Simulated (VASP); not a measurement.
# BiTe3 (P6/mmm) in VASP: a series of runs

BiTe3 is run at these levels: PBE; tasks: single point, relaxation of cell and atoms.

Everything below comes from runs of VASP 6.6.1. Logs are shortened: lines on timing, memory, paths and dates and some standing lists are left out, and cuts for length are marked.

## 1. The cell of the first run

The structure is hexagonal, space group P6/mmm (No. 191). The conventional cell has a = 5.656 Å, b = 5.656 Å, c = 5.994 Å, α = 90.00°, β = 90.00°, γ = 120.00°. Within 3.9 Å of Bi (site symmetry 6/mmm) lie 8 Te at 3.00 to 3.27 Å. Te (site symmetry -6m2) has 3 Te at 3.27 Å and 3 Bi at 3.27 Å within 4.3 Å. Within 3.9 Å of Te (site symmetry 6/mmm) lie 2 Bi at 3.00 Å.

## 2. Single point, PBE

File INCAR:

```
SYSTEM = BiTe3
ALGO = Normal ; EDIFF = 1E-6
ENCUT = 520 ; GGA = PE
ISIF = 2 ; ISMEAR = 0
LASPH = .True. ; LCHARG = .True.
LELF = .True. ; LREAL = .False.
LVHAR = .True. ; LWAVE = .False.
NBANDS = 24 ; NELM = 60
PREC = Accurate ; SIGMA = 0.1
```

File KPOINTS:

```
k-points
0
Gamma
  6 6 4
  0 0 0
```

File POSCAR:

```
BiTe3
1.0
    5.6564888229      0.0000000000      0.0000000000
   -2.8282444115      4.8986630168      0.0000000000
    0.0000000000      0.0000000000      5.9940249463
Bi Te
1 3
Direct
    0.0000000000      0.0000000000      0.0000000000
    0.3333333333      0.6666666667      0.0000000000
    0.6666666667      0.3333333333      0.0000000000
    0.0000000000      0.0000000000      0.5000000000
```

Potentials or basis: VASP PAW PBE potentials, release 64 (Bi_d, Te).

The run is started by

```
> cat potpaw_PBE.64/Bi_d/POTCAR potpaw_PBE.64/Te/POTCAR > POTCAR
> mpirun -np 1 vasp_std > vasp.out
```

OUTCAR:

```text
SYSTEM = BiTe3
   EDIFF = 1E-6
   ENCUT = 520
   GGA = PE
   ISIF = 2
   ISMEAR = 0
   LASPH = .True.
   LREAL = .False.
   NELM = 60
   PREC = Accurate

 ion  position               nearest neighbor table
   1  0.000  0.000  0.000-   4 3.00   4 3.00   2 3.27   3 3.27   2 3.27   3 3.27   3 3.27   2 3.27

   2  0.333  0.667  0.000-   3 3.27   3 3.27   1 3.27   1 3.27   1 3.27   3 3.27
   3  0.667  0.333  0.000-   2 3.27   2 3.27   1 3.27   1 3.27   1 3.27   2 3.27
   4  0.000  0.000  0.500-   1 3.00   1 3.00

  LATTYP: Found a hexagonal cell.
 ALAT       =     5.6564888229
 C/A-ratio  =     1.0596723752

  Lattice vectors:

 A1 = (   5.6564888229,   0.0000000000,   0.0000000000)
 A2 = (  -2.8282444115,   4.8986630168,   0.0000000000)
 A3 = (   0.0000000000,   0.0000000000,   5.9940249463)

Analysis of symmetry for initial positions (statically):
=====================================================================
 Subroutine PRICEL returns:
 Original cell was already a primitive cell.

 Routine SETGRP: Setting up the symmetry group for a
 hexagonal supercell.

 Subroutine GETGRP returns: Found 24 space group operations
 (whereof 24 operations were pure point group operations)
 out of a pool of 24 trial point group operations.

The static configuration has the point symmetry D_6h.

Analysis of symmetry for dynamics (positions and initial velocities):
=====================================================================
 Subroutine PRICEL returns:
 Original cell was already a primitive cell.

 Routine SETGRP: Setting up the symmetry group for a
 hexagonal supercell.

 Subroutine GETGRP returns: Found 24 space group operations
 (whereof 24 operations were pure point group operations)
 out of a pool of 24 trial point group operations.

The dynamic configuration has the point symmetry D_6h.

 Subroutine INISYM returns: Found 24 space group operations
 (whereof 24 operations are pure point group operations),
 and found     1 'primitive' translations

----------------------------------------------------------------------------------------

                                     Primitive cell

  volume of cell :     166.0898

  direct lattice vectors                    reciprocal lattice vectors
     5.656488823  0.000000000  0.000000000     0.176788116  0.102068666  0.000000000
[... 82 lines left out ...]
   LSORBIT =      F    spin-orbit coupling
   LASPH  =      T    aspherical Exc in radial PAW
   ENCUT  =  520.0 eV  38.22 Ry    6.18 a.u.  10.52 10.52 11.14*2*pi/ulx,y,z
   NELM   =     60;   NELMIN=  2; NELMDL= -5     # of ELM steps
   EDIFF  = 0.1E-05   stopping-criterion for ELM
   LREAL  =      F    real-space projection
   EDIFFG = 0.1E-04   stopping-criterion for IOM
   NSW    =      0    number of steps for IOM
   IBRION =     -1    ionic relax: 0-MD 1-quasi-New 2-CG
   NFREE  =      0    steps in history (QN), initial steepest desc. (CG)
   ISIF   =      2    stress and relaxation
   ISYM   =      2    0-nonsym 1-usesym 2-fastsym
   POTIM  = 0.5000    time-step for ionic-motion
   TEBEG  =    0.0;   TEEND  =   0.0 temperature during run
   PSTRESS=    0.0 pullay stress
   NELECT =      33.0000    total number of electrons
   NUPDOWN=      -1.0000    fix difference up-down
   EMIN   =  10.00;   EMAX   =-10.00  energy-range for DOS
   EFERMI =   0.00;   METHOD = LEGACY
   ISMEAR =     0;   SIGMA  =   0.10  broadening in eV -4-tet -1-fermi 0-gaus
   EFERMI_NEDOS =   21; number of points for ismear=-14 and -15
   IALGO  =     38    algorithm
   IMIX   =      4    mixing-type and parameters
     AMIX     =   0.40;   BMIX     =  1.00
     AMIX_MAG =   1.60;   BMIX_MAG =  1.00
  volume/ion in A,a.u.               =      41.52       280.21
  Fermi-wavevector in a.u.,A,eV,Ry     =   0.955282  1.805222 12.416194  0.912565
  Thomas-Fermi vector in A             =   2.084106
   LORBIT       =      0    0 simple, 1 ext, 2 COOP (PROOUT), +10 PAW based schemes
   GGA     = PE    functional components
   LHFCALC =     F    Hartree Fock is set to
   AEXX    =    0.0000 exact exchange contribution
   IVDW    =     0    specifies the selected vdW correction
   LEPSILON=     F    determine dielectric tensor
   LRPA    =     F    only Hartree local field effects (RPA)
 non-spin polarized calculation
 Gauss-broadening in eV      SIGMA  =   0.10
  energy-cutoff  :      520.00
  volume of cell :      166.09
 maximum number of plane-waves:      4499
   NGX = 21   NGY = 21   NGZ = 23

 number of electron      32.9999998 magnetization

 Free energy of the ion-electron system (eV)
  ---------------------------------------------------
  ext. energy  EPLUGINS =         0.00000000
  ---------------------------------------------------
  free energy    TOTEN  =       -11.56623493 eV

  energy without entropy =      -11.51666365  energy(sigma->0) =      -11.54144929

 E-fermi :   3.4358     XC(G=0):  -8.1549

 val. band max:        3.4270378755   @ k =   0.3333   0.1667   0.2500
 cond. band min:       3.4383796106   @ k =   0.1667   0.1667   0.5000
 fundamental gap:      0.0113417352
 Fermi energy:         3.4358021341

 k-point     1 :       0.0000    0.0000    0.0000
  band No.  band energies     occupation
      1     -19.6607      2.00000
      2     -19.6482      2.00000
      3     -19.6482      2.00000
      4     -19.6223      2.00000
      5     -19.6223      2.00000
      6      -9.4697      2.00000
[... 556 lines left out ...]
     23      10.5089      0.00000
     24      10.6866      0.00000

------------------------ aborting loop because EDIFF is reached ----------------------------------------

  FORCE on cell =-STRESS in cart. coord.  units (eV):
  Direction    XX          YY          ZZ          XY          YZ          ZX
  --------------------------------------------------------------------------------------
  -------------------------------------------------------------------------------------
  Total        0.2341294      0.2341294      0.2392720     -0.0000000      0.0000000      0.0000000
  in kB        2.2585174      2.2585174      2.3081251     -0.0000000      0.0000000      0.0000000
  external PRESSURE =       2.2750533 kB  Pullay stress =       0.0000000 kB

 VOLUME and BASIS-vectors are now :
 -----------------------------------------------------------------------------
  energy-cutoff  :      520.00
  volume of cell :      166.09
      direct lattice vectors                 reciprocal lattice vectors
     5.656488823  0.000000000  0.000000000     0.176788116  0.102068666  0.000000000
    -2.828244412  4.898663017  0.000000000     0.000000000  0.204137332  0.000000000
     0.000000000  0.000000000  5.994024946     0.000000000  0.000000000  0.166832806

 POSITION                                       TOTAL-FORCE (eV/Angst)
 -----------------------------------------------------------------------------------
      0.00000      0.00000      0.00000         0.000000      0.000000      0.000000
     -0.00000      3.26578      0.00000        -0.000000      0.000000     -0.000000
      2.82824      1.63289      0.00000        -0.000000     -0.000000      0.000000
      0.00000      0.00000      2.99701         0.000000      0.000000      0.000000
 -----------------------------------------------------------------------------------
    total drift:                               -0.000000      0.000000      0.000000

  FREE ENERGIE OF THE ION-ELECTRON SYSTEM (eV)
  ---------------------------------------------------
  free  energy   TOTEN  =       -11.5662349330 eV

  energy  without entropy=      -11.5166636462  energy(sigma->0) =      -11.54144929
```

OSZICAR:

```text
N       E                     dE             d eps       ncg     rms          rms(c)
DAV:   1     0.243380343702E+03    0.24338E+03   -0.13385E+04  1008   0.116E+03
DAV:   2     0.787009870002E+01   -0.23551E+03   -0.22475E+03  1184   0.283E+02
DAV:   3    -0.112937332537E+02   -0.19164E+02   -0.18669E+02  1264   0.914E+01
DAV:   4    -0.119150474863E+02   -0.62131E+00   -0.62019E+00  1256   0.190E+01
DAV:   5    -0.119382537813E+02   -0.23206E-01   -0.23205E-01  1512   0.327E+00    0.745E+00
DAV:   6    -0.116447526258E+02    0.29350E+00   -0.10729E+00  1232   0.564E+00    0.506E+00
DAV:   7    -0.115897202728E+02    0.55032E-01   -0.37650E-01  1152   0.244E+00    0.361E+00
DAV:   8    -0.115652922353E+02    0.24428E-01   -0.55135E-02  1240   0.133E+00    0.115E+00
DAV:   9    -0.115662561565E+02   -0.96392E-03   -0.10538E-02  1224   0.563E-01    0.211E-01
DAV:  10    -0.115661752971E+02    0.80859E-04   -0.64116E-04  1416   0.130E-01    0.136E-01
DAV:  11    -0.115662265884E+02   -0.51291E-04   -0.16931E-04  1160   0.851E-02    0.331E-02
DAV:  12    -0.115662312100E+02   -0.46216E-05   -0.27988E-05  1392   0.254E-02    0.109E-02
DAV:  13    -0.115662338799E+02   -0.26698E-05   -0.76075E-06  1176   0.201E-02    0.889E-03
DAV:  14    -0.115662349171E+02   -0.10372E-05   -0.17071E-06  1048   0.747E-03    0.243E-03
DAV:  15    -0.115662349330E+02   -0.15923E-07   -0.48288E-07   872   0.417E-03
   1 F= -.11566235E+02 E0= -.11541449E+02  d E =-.495713E-01
```

stdout:

```text
POSCAR found type information on POSCAR BiTe
 POSCAR found :  2 types and       4 ions
 scaLAPACK will be used
 LDA part: xc-table for (Slater+PW92), standard interpolation
 POSCAR, INCAR and KPOINTS ok, starting setup
 FFT: planning ... GRIDC
 FFT: planning ... GRID_SOFT
 FFT: planning ... GRID
 WAVECAR not read
 entering main loop
```

It took 67 s on 1 thread of Intel Xeon 6975P-C (Granite Rapids), shared host; peak memory 0.31 GiB.

Results:

```
Free energy : -11.5662 eV
Pressure    : 0.2 GPa
```

Levels at points of the mesh, in eV from the Fermi level:
| k point | band 15 | band 16 | band 17 | band 18 | band 19 | band 20 |
| --- | --- | --- | --- | --- | --- | --- |
| (0.00, 0.00, 0.00) | -1.19 | 0.06 | 0.06 | 0.32 | 4.26 | 4.88 |
| (0.50, 0.00, 0.00) | -0.56 | -0.43 | -0.18 | 0.92 | 2.04 | 2.22 |
| (0.00, 0.00, 0.50) | -0.51 | -0.51 | -0.14 | 0.20 | 1.21 | 4.70 |
| (0.50, 0.00, 0.50) | -0.66 | 0.03 | 0.31 | 0.73 | 0.94 | 1.68 |

Caveat: spin-orbit coupling is left out, which moves the levels of the heavy elements.

## 3. Relaxation of cell and atoms, PBE

This run uses another cell than the first one, of 36.04 Å³/atom, 0.868 times its volume.

File INCAR:

```
SYSTEM = BiTe3
ALGO = Normal
EDIFF = 1E-6
EDIFFG = -0.04
ENCUT = 600
GGA = PE
IBRION = 2
ISIF = 3
ISMEAR = 0
LASPH = .True.
LCHARG = .False.
LREAL = .False.
LWAVE = .False.
NELM = 100
NSW = 90
PREC = Accurate
SIGMA = 0.1
```

File KPOINTS:

```
k-points
0
Gamma
  6 6 2
  0 0 0
```

File POSCAR:

```
BiTe3
1.0
    4.4847216900      0.0000000000      0.0000000000
   -2.2423608400      3.8838829100      0.0000000000
    0.0000000000      0.0000000000      8.2775101500
Bi Te
1 3
Direct
    0.0000000000      0.0000000000      0.0000000000
    0.3333333300      0.6666666700      0.0000000000
    0.6666666700      0.3333333300      0.0000000000
    0.0000000000      0.0000000000      0.5000000000
```

Potentials or basis: VASP PAW PBE potentials, release 64 (Bi_d, Te).

The run is started by

```
> cat potpaw_PBE.64/Bi_d/POTCAR potpaw_PBE.64/Te/POTCAR > POTCAR
> mpirun -np 1 vasp_std > vasp.out
```

It took 5 min on 1 thread of Intel Xeon 6975P-C (Granite Rapids), shared host; peak memory 0.33 GiB.

It converged, with:

```
Free energy                            : -11.1573 eV
Relaxed volume                         : 43.28 Å³/atom
Relaxed cell                           : a = 5.626 Å, b = 5.626 Å, c = 6.316 Å, α = 90.00°, β = 90.00°, γ = 120.00°
Space group after relaxing (to 0.05 Å) : P6/mmm (No. 191)
Energy gained by relaxing              : 2617.8 meV/atom
Ionic steps                            : 12
Pressure after relaxing                : 0.0 GPa
```

Step by step:
```csv
step,energy change (eV),largest force (eV/Å),pressure (GPa),volume (Å³)
1,0.0000,0.0000,39.32,144.18
2,-5.4027,0.0000,-3.42,380.07
3,-6.4009,0.0000,-3.79,341.56
4,-7.3409,0.0000,-4.15,309.42
5,-9.5091,0.0000,-1.08,219.81
6,-9.5090,0.0000,-1.37,222.08
7,-9.7507,0.0000,-1.46,211.26
8,-10.2463,0.0000,-1.23,190.41
9,-9.8717,0.0000,3.76,148.54
10,-10.4624,0.0000,-0.32,176.02
11,-10.4705,0.0000,0.10,172.11
12,-10.4711,0.0000,-0.02,173.11
```

Final structure:
```
Bi Te
1.0
     5.62574    0.00000    0.00000
    -2.81287    4.87204    0.00000
     0.00000    0.00000    6.31592
Bi Te
1 3
Direct
  0.00000 0.00000 0.00000
  0.33333 0.66667 0.00000
  0.66667 0.33333 0.00000
  0.00000 0.00000 0.50000
```

Levels at points of the mesh, in eV from the Fermi level:
```tsv
k point	band 13	band 14	band 15	band 16	band 17	band 18	band 19	band 20
(0.00, 0.00, 0.00)	-3.11	-3.11	-1.04	0.08	0.08	0.29	4.23	5.02
(0.50, 0.00, 0.00)	-1.29	-1.26	-0.58	-0.27	-0.23	0.97	2.02	2.27
(0.00, 0.00, 0.50)	-2.99	-2.50	-0.29	-0.29	-0.26	0.21	1.14	5.51
(0.50, 0.00, 0.50)	-1.06	-0.83	-0.45	-0.10	0.23	0.51	0.98	1.79
```

Caveat: the k points lie up to 0.50 Å⁻¹ apart in the final cell; the volume moved by over 15 % at a fixed basis, so the end points are rough; spin-orbit coupling is left out, which moves the levels of the heavy elements; this functional lacks dispersion, which binds the layers, so the pressure and a relaxed spacing across them are unreliable.

## 4. Relaxation of cell and atoms, PBE

This run uses another cell than the first one, of 43.19 Å³/atom, 1.040 times its volume.

File INCAR:

```
ALGO     = Normal         # electronic algorithm
EDIFF    = 1E-6           # SCF threshold, eV
EDIFFG   = -0.04          # ionic threshold
ENCUT    = 600            # plane-wave cutoff, eV
GGA      = PE             # functional
IBRION   = 2              # ionic algorithm
ISIF     = 3              # what is computed and relaxed
ISMEAR   = 0              # smearing method
LASPH    = T              # aspherical terms in the spheres
LCHARG   = F              # write CHGCAR
LREAL    = F              # projectors in reciprocal space
LWAVE    = F              # write WAVECAR
NELM     = 80             # most SCF steps
NSW      = 90             # ionic steps
PREC     = Accurate       # precision mode
SIGMA    = 0.1            # smearing width, eV
```

File KPOINTS:

```
k-points
0
Gamma
  6 6 4
```

File POSCAR:

```
BiTe3
1.0
    5.6207972933      0.0000000000      0.0000000000
   -2.8103986467      4.8677532456      0.0000000000
    0.0000000000      0.0000000000      6.3142525996
Bi Te
1 3
Direct
    0.0000000000      0.0000000000      0.0000000000
    0.3333333333      0.6666666667      0.0000000000
    0.6666666667      0.3333333333      0.0000000000
    0.0000000000      0.0000000000      0.5000000000
```

The run is started by

```
> cat potpaw_PBE.64/Bi_d/POTCAR potpaw_PBE.64/Te/POTCAR > POTCAR
> mpirun -np 1 vasp_std > vasp.out
```

Run time: 10 min. Hardware: 1 thread of Intel Xeon 8259CL, shared host; peak memory 0.4 GiB.

It converged, with:

```
Free energy                            : -11.5674 eV
Relaxed volume                         : 41.74 Å³/atom
Relaxed cell                           : a = 5.662 Å, b = 5.662 Å, c = 6.014 Å, α = 90.00°, β = 90.00°, γ = 120.00°
Space group after relaxing (to 0.05 Å) : P6/mmm (No. 191)
Energy gained by relaxing              : 14.6 meV/atom
Ionic steps                            : 5
Pressure after relaxing                : 0.1 GPa
```

The path:
```
step  energy change (eV)  largest force (eV/Å)  pressure (GPa)  volume (Å³)
   1              0.0000                0.0000           -0.28       172.76
   2             -0.0488                0.0000           -0.34       170.83
   3             -0.0559                0.0000           -0.36       169.84
   4             -0.0560                0.0000           -0.36       169.72
   5             -0.0582                0.0000            0.11       166.96
```

Final structure:
```cif
data_structure
_symmetry_space_group_name_H-M 'P 1'
_symmetry_Int_Tables_number 1
_cell_length_a 5.6619
_cell_length_b 5.6619
_cell_length_c 6.0139
_cell_angle_alpha 90.000
_cell_angle_beta 90.000
_cell_angle_gamma 120.000
_cell_volume 166.96
loop_
_atom_site_label
_atom_site_type_symbol
_atom_site_fract_x
_atom_site_fract_y
_atom_site_fract_z
_atom_site_occupancy
Bi1 Bi 0.00000 0.00000 0.00000 1
Te1 Te 0.33333 0.66667 0.00000 1
Te2 Te 0.66667 0.33333 0.00000 1
Te3 Te 0.00000 0.00000 0.50000 1
```

Levels at points of the mesh, in eV from the Fermi level:
```
           k point  band 13  band 14  band 15  band 16  band 17  band 18  band 19  band 20
(0.00, 0.00, 0.00)    -3.19    -3.19    -1.17     0.06     0.06     0.32     4.27     4.87
(0.50, 0.00, 0.00)    -1.48    -1.33    -0.55    -0.42    -0.18     0.92     2.04     2.22
(0.00, 0.00, 0.50)    -2.99    -2.34    -0.49    -0.49    -0.15     0.20     1.21     4.69
(0.50, 0.00, 0.50)    -0.98    -0.89    -0.65     0.02     0.31     0.72     0.94     1.69
```

Caveat: spin-orbit coupling is left out, which moves the levels of the heavy elements.

## 5. Single point, PBE

This run uses another cell than the first one, of 41.81 Å³/atom, 1.007 times its volume.

File INCAR:

```
  ALGO = Normal
  EDIFF = 1E-7
  ENCUT = 520
  GGA = PE
  ISIF = 2
  ISMEAR = 0
  LASPH = T
  LCHARG = T
  LELF = T
  LREAL = F
  LVHAR = T
  LWAVE = F
  NBANDS = 24
  NELM = 100
  PREC = Accurate
  SIGMA = 0.1
```

File KPOINTS:

```
k-points
0
Gamma
  12 12 8
```

File POSCAR:

```
BiTe3
1.0
    5.6712694289      0.0000000000      0.0000000000
   -2.8356347145      4.9114633971      0.0000000000
    0.0000000000      0.0000000000      6.0041245815
Bi Te
1 3
Direct
    0.0000000000      0.0000000000      0.0000000000
    0.3333333333      0.6666666667      0.0000000000
    0.6666666667      0.3333333333      0.0000000000
    0.0000000000      0.0000000000      0.5000000000
```

The run is started by

```
> cat potpaw_PBE.64/Bi_d/POTCAR potpaw_PBE.64/Te/POTCAR > POTCAR
> mpirun -np 1 vasp_std > vasp.out
```

Run time: 13 min. Hardware: 1 thread of Intel Xeon 8259CL, shared host; peak memory 0.52 GiB.

It converged, with:

| Item | Value |
| --- | --- |
| Free energy | -11.6271 eV |
| Pressure | -0.1 GPa |

Levels at points of the mesh, in eV from the Fermi level:
```csv
k point,band 13,band 14,band 15,band 16,band 17,band 18,band 19,band 20,band 21,band 22
"(0.00, 0.00, 0.00)",-3.23,-3.23,-1.19,0.06,0.06,0.29,4.26,4.78,4.78,5.75
"(0.50, 0.00, 0.00)",-1.51,-1.40,-0.58,-0.43,-0.21,0.85,1.98,2.15,4.70,5.40
"(0.00, 0.00, 0.50)",-3.03,-2.35,-0.50,-0.50,-0.13,0.17,1.21,4.60,4.60,5.35
"(0.50, 0.00, 0.50)",-1.00,-0.96,-0.65,0.03,0.30,0.72,0.86,1.63,1.92,6.27
```

Caveat: spin-orbit coupling is left out, which moves the levels of the heavy elements.

## 6. Summary

```csv
task,cell,k mesh,cutoff (eV),gap on the mesh (eV),pressure (GPa),relaxed volume (Å³/atom)
single point,"a = 5.656, b = 5.656, c = 5.994 Å, angles 90.0, 90.0, 120.0°, 4 atoms",6 × 6 × 4,520,none,0.2,-
relaxation of cell and atoms,"relaxed from a = 4.485, b = 4.485, c = 8.278 Å, angles 90.0, 90.0, 120.0°, 4 atoms",6 × 6 × 2,600,none,0.0,43.28
relaxation of cell and atoms,"relaxed from a = 5.621, b = 5.621, c = 6.314 Å, angles 90.0, 90.0, 120.0°, 4 atoms",6 × 6 × 4,600,none,0.1,41.74
single point,"a = 5.671, b = 5.671, c = 6.004 Å, angles 90.0, 90.0, 120.0°, 4 atoms",12 × 12 × 8,520,none,-0.1,-
```

Alike in all rows: level PBE; potentials or basis VASP PAW PBE potentials, release 64 (Bi_d, Te); no spin polarisation; smearing gaussian 0.1 eV.

Caveats: some runs use coarse meshes; spin-orbit coupling is left out, which moves the levels of the heavy elements; the volume moved by over 15 % at a fixed basis, so the end points are rough (some runs); this functional lacks dispersion, which binds the layers, so the pressure and a relaxed spacing across them are unreliable (some runs).

Total energies depend on the potentials used, so only differences within one code and one set of settings carry meaning.
